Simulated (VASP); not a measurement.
The system is BeRhS3.

```
CELL_PARAMETERS angstrom
4.61206 0.00000 0.00000
0.00000 4.61206 0.00000
0.00000 0.00000 4.61206
ATOMIC_POSITIONS crystal
Be 0.00000 0.00000 0.00000
Rh 0.50000 0.50000 0.50000
S 0.50000 0.00000 0.00000
S 0.00000 0.50000 0.00000
S 0.00000 0.00000 0.50000
```

The cell was built from a structure type or drawn by symmetry, and may not be a known phase.

```yaml
Program: VASP 6.6.1
Task: relaxation of cell and atoms
Functional: PBE
Potentials_or_basis: VASP PAW PBE potentials, release 64 (Be, Rh_pv, S)
Cutoff: 600 eV
k_mesh: 4 × 4 × 4
Occupations: gaussian, width 0.1 eV
Spin: collinear spin, ferromagnetic start
Starting_moments: "[0.0, 1.0, 0.0, 0.0, 0.0] μB"
```

At the start: pressure -13.0 GPa; volume 19.62 Å³/atom.

Problem. Where does the relaxation end?

Solution. Over 3 steps the energy falls by 233.9 meV/atom and the volume is 15.09 Å³/atom (-23.1 %); space group Pm-3m (No. 221, to 0.1 Å) before and after; moment 0.00 μB per cell.

The path:
```
step  energy change (eV)  largest force (eV/Å)  pressure (GPa)  volume (Å³)
   1              0.0000                0.0000          -13.03        98.10
   2             -1.1582                0.0000           -1.96        77.14
   3             -1.1696                0.0000           -0.10        75.44
```

Final structure:
```
Be Rh S
1.0
     4.22543    0.00000    0.00000
     0.00000    4.22543    0.00000
     0.00000    0.00000    4.22543
Be Rh S
1 1 3
Direct
  0.00000 0.00000 0.00000
  0.50000 0.50000 0.50000
  0.50000 0.00000 0.00000
  0.00000 0.50000 0.00000
  0.00000 0.00000 0.50000
```

Caveat: the volume moved by over 15 % at a fixed basis, so the end points are rough.
